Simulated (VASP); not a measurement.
A run of VASP 6.6.1 is set up as follows.

File INCAR:

```
PREC = Accurate ; ENCUT = 500
EDIFF = 1E-6 ; ISMEAR = 0
SIGMA = 0.1 ; LREAL = False
LASPH = True ; NELM = 120
ALGO = Normal ; ISIF = 2
LWAVE = False ; LCHARG = False
GGA = PE ; NBANDS = 11
GGA_COMPAT = False
```

File KPOINTS:

```
Automatic mesh
0
Gamma
  11 11 11
```

The input POSCAR:

```
Pt
1.0
    0.0000000000      1.9841516202      1.9841516202
    1.9841516202      0.0000000000      1.9841516202
    1.9841516202      1.9841516202      0.0000000000
Pt
1
Direct
    0.0000000000      0.0000000000      0.0000000000
```

Potentials or basis: VASP PAW PBE potentials, release 64 (Pt).

Run with:

```console
$ cat potpaw_PBE.64/Pt/POTCAR > POTCAR
$ mpirun -np 1 vasp_std > vasp.out
```

Question: Estimate the band gap on the k mesh.

Answer: Zero (bands 5 and 6 overlap by 1.99 eV).

Question: Estimate the pressure.

Answer: -0.5 GPa.

Caveat: spin-orbit coupling is left out, which moves the levels of the heavy elements.
